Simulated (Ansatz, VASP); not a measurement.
## One calculation of Ge5I3, two programs

INCAR

```
PREC     = Accurate       # precision mode
ENCUT    = 600            # plane-wave cutoff, eV
EDIFF    = 1E-6           # SCF threshold, eV
ISMEAR   = 0              # smearing method
SIGMA    = 0.1            # smearing width, eV
LREAL    = False          # projectors in reciprocal space
LASPH    = True           # aspherical terms in the spheres
NELM     = 100            # most SCF steps
ALGO     = Normal         # electronic algorithm
ISIF     = 3              # what is computed and relaxed
LWAVE    = False          # write WAVECAR
LCHARG   = False          # write CHGCAR
GGA      = PE             # functional
IBRION   = 2              # ionic algorithm
NSW      = 90             # ionic steps
EDIFFG   = -0.04          # ionic threshold
```

File KPOINTS:

```
Automatic mesh
0
Gamma
  3 3 4
```

Contents of POSCAR:

```
Ge5I3
1.0
    7.2244137300      0.0000000000      0.0000000000
   -3.6122068700      6.2565258200      0.0000000000
    0.0000000000      0.0000000000      5.6665356200
Ge I
5 3
Direct
    0.3333333300      0.6666666700      0.0000000000
    0.6666666700      0.3333333300      0.0000000000
    0.3333333300      0.6666666700      0.5000000000
    0.6666666700      0.3333333300      0.5000000000
    0.0000000000      0.0000000000      0.5000000000
    0.5000000000      0.0000000000      0.0000000000
    0.0000000000      0.5000000000      0.0000000000
    0.5000000000      0.5000000000      0.0000000000
```

Input for Ansatz:

```yaml
crystal:
  lattice:
    - [7.22441373, 0.0, 0.0]
    - [-3.61220687, 6.25652582, 0.0]
    - [0.0, 0.0, 5.66653562]
  atoms:
    - { symbol: Ge, position: [0.33333333, 0.66666667, 0.0] }
    - { symbol: Ge, position: [0.66666667, 0.33333333, 0.0] }
    - { symbol: Ge, position: [0.33333333, 0.66666667, 0.5] }
    - { symbol: Ge, position: [0.66666667, 0.33333333, 0.5] }
    - { symbol: Ge, position: [0.0, 0.0, 0.5] }
    - { symbol: I, position: [0.5, 0.0, 0.0] }
    - { symbol: I, position: [0.0, 0.5, 0.0] }
    - { symbol: I, position: [0.5, 0.5, 0.0] }
basis:
  ecutwfc: 420
kpoints:
  mp_grid: { grid: [3, 3, 4] }
hamiltonian:
  xc: pbe
scf:
  occupations: { method: gaussian, width: 0.1 }
  lower_state_search: "off"
output:
  forces: true
  stress: true
  eigenvalues: true
relax:
  adjacent_minimum: "off"
  f_tol: 0.04
  max_steps: 70
  cell: { stress_tol: 0.4 }
```

Alike in both runs: task relaxation of cell and atoms; functional PBE; k mesh 3 × 3 × 4; occupations gaussian, width 0.1 eV; no spin polarisation.

```csv
,VASP,Ansatz
version,VASP 6.6.1,Ansatz 0.2.0
potentials or method,"VASP PAW PBE potentials, release 64 (Ge_d, I), cutoff 600 eV","scalar-relativistic, plane waves, PAW"
valence electrons in the cell,91,121
```

```tsv
	VASP	Ansatz	Ansatz less VASP
gap on the k mesh at the Fermi level, each at its own relaxed structure (eV)	none	none	-
relaxed volume (Å³/atom)	56.66	56.52	-0.139
relaxed cell length with the largest relative difference (Å)	5.210	5.182	-0.0273
```

A gap of «none» marks a metal or a gap that the smearing closes. VASP's potentials hold 91 valence electrons a cell and Ansatz's 121, so a difference there can come from the potentials and not from the codes.

Spin-orbit coupling is off throughout. Noted on VASP's run: the volume moved by over 15 % at a fixed basis, so the end points are rough.
